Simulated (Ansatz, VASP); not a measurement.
## One calculation of Al5BP6, two programs

File INCAR:

```
SYSTEM = Al5BP6
PREC     = Accurate       ! precision mode
ENCUT    = 600            ! plane-wave cutoff, eV
EDIFF    = 1E-6           ! SCF threshold, eV
ISMEAR   = 0              ! smearing method
SIGMA    = 0.1            ! smearing width, eV
LREAL    = .FALSE.        ! projectors in reciprocal space
LASPH    = .TRUE.         ! aspherical terms in the spheres
NELM     = 60             ! most SCF steps
ALGO     = Normal         ! electronic algorithm
ISIF     = 3              ! what is computed and relaxed
LWAVE    = .FALSE.        ! write WAVECAR
LCHARG   = .FALSE.        ! write CHGCAR
GGA      = PE             ! functional
IBRION   = 2              ! ionic algorithm
NSW      = 90             ! ionic steps
EDIFFG   = -0.04          ! ionic threshold
```

KPOINTS

```
regular mesh
0
G
  6 6 1
  0 0 0
```

Contents of POSCAR:

```
Al5BP6
1.0
    3.6482801100      0.0000000000      0.0000000000
   -1.8241400600      3.1595032600      0.0000000000
    0.0000000000      0.0000000000     17.8728494300
Al B P
5 1 6
Direct
    0.0000000000      0.0000000000      0.0000000000
    0.3333333300      0.6666666700      0.8333333300
    0.6666666700      0.3333333300      0.6666666700
    0.0000000000      0.0000000000      0.5000000000
    0.3333333300      0.6666666700      0.3333333300
    0.6666666700      0.3333333300      0.1666666700
    0.0000000000      0.0000000000      0.8750000000
    0.3333333300      0.6666666700      0.7083333300
    0.6666666700      0.3333333300      0.5416666700
    0.0000000000      0.0000000000      0.3750000000
    0.3333333300      0.6666666700      0.2083333300
    0.6666666700      0.3333333300      0.0416666700
```

Input for Ansatz:

```yaml
crystal:
  lattice:
    - [3.64828011, 0.0, 0.0]
    - [-1.82414006, 3.15950326, 0.0]
    - [0.0, 0.0, 17.87284943]
  atoms:
    - { symbol: Al, position: [0.0, 0.0, 0.0] }
    - { symbol: Al, position: [0.33333333, 0.66666667, 0.83333333] }
    - { symbol: Al, position: [0.66666667, 0.33333333, 0.66666667] }
    - { symbol: Al, position: [0.0, 0.0, 0.5] }
    - { symbol: Al, position: [0.33333333, 0.66666667, 0.33333333] }
    - { symbol: B, position: [0.66666667, 0.33333333, 0.16666667] }
    - { symbol: P, position: [0.0, 0.0, 0.875] }
    - { symbol: P, position: [0.33333333, 0.66666667, 0.70833333] }
    - { symbol: P, position: [0.66666667, 0.33333333, 0.54166667] }
    - { symbol: P, position: [0.0, 0.0, 0.375] }
    - { symbol: P, position: [0.33333333, 0.66666667, 0.20833333] }
    - { symbol: P, position: [0.66666667, 0.33333333, 0.04166667] }
basis:
  ecutwfc: 420
kpoints:
  mp_grid: { grid: [6, 6, 1] }
hamiltonian:
  xc: pbe
scf:
  occupations: { method: gaussian, width: 0.1 }
  lower_state_search: "off"
output:
  forces: true
  stress: true
  eigenvalues: true
relax:
  adjacent_minimum: "off"
  f_tol: 0.04
  max_steps: 70
  cell: { stress_tol: 0.4 }
```

Alike in both runs: task relaxation of cell and atoms; functional PBE; k mesh 6 × 6 × 1; occupations gaussian, width 0.1 eV; no spin polarisation.

|  | VASP | Ansatz |
| --- | --- | --- |
| version | VASP 6.6.1 | Ansatz 0.2.0 |
| potentials or method | VASP PAW PBE potentials, release 64 (Al, B, P), cutoff 600 eV | scalar-relativistic, plane waves, PAW |
| valence electrons in the cell | 48 | 48 |

VASP gave:

```
gap on the k mesh at the Fermi level, each at its own relaxed structure (eV) : 1.03
relaxed volume (Å³/atom)                                                     : 19.39
relaxed cell length with the largest relative difference (Å)                 : 3.790
```

What did Ansatz give for the same quantities?

gap on the k mesh at the Fermi level, each at its own relaxed structure (eV): 1.03; relaxed volume (Å³/atom): 19.40; relaxed cell length with the largest relative difference (Å): 3.791.
